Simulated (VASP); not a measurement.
Crystal: ZnO (zincite).

```
CELL_PARAMETERS angstrom
3.18298 0.00000 0.00000
-1.59149 2.75654 0.00000
0.00000 0.00000 5.09944
ATOMIC_POSITIONS crystal
Zn 0.66667 0.33333 0.00000
Zn 0.33333 0.66667 0.50000
O 0.33333 0.66667 0.87901
O 0.66667 0.33333 0.37901
```

Program: VASP 6.6.1. Alike in all runs: task single point; no spin polarisation; cell as given; k mesh 9 × 9 × 5; cutoff (eV) 520; smearing fermi-dirac 0.05 eV.

Order these runs on this cell by their pressure, lowest first.
A. level revPBE+D4; potentials or basis VASP PAW PBE potentials, release 64 (Zn, O)
B. level BLYP+D3(BJ); potentials or basis VASP PAW PBE potentials, release 64 (Zn, O)
C. level LDA; potentials or basis VASP PAW LDA potentials, release 64 (Zn, O)
D. level PBE; potentials or basis VASP PAW PBE potentials, release 64 (Zn, O)
E. level PBEsol; potentials or basis VASP PAW PBE potentials, release 64 (Zn, O)

C (3.5 GPa), E (9.6 GPa), A (12.2 GPa), B (14.7 GPa), D (17.0 GPa).

Caveats: the PAW data sets were made with another functional, which shifts forces and pressure a little (some runs).
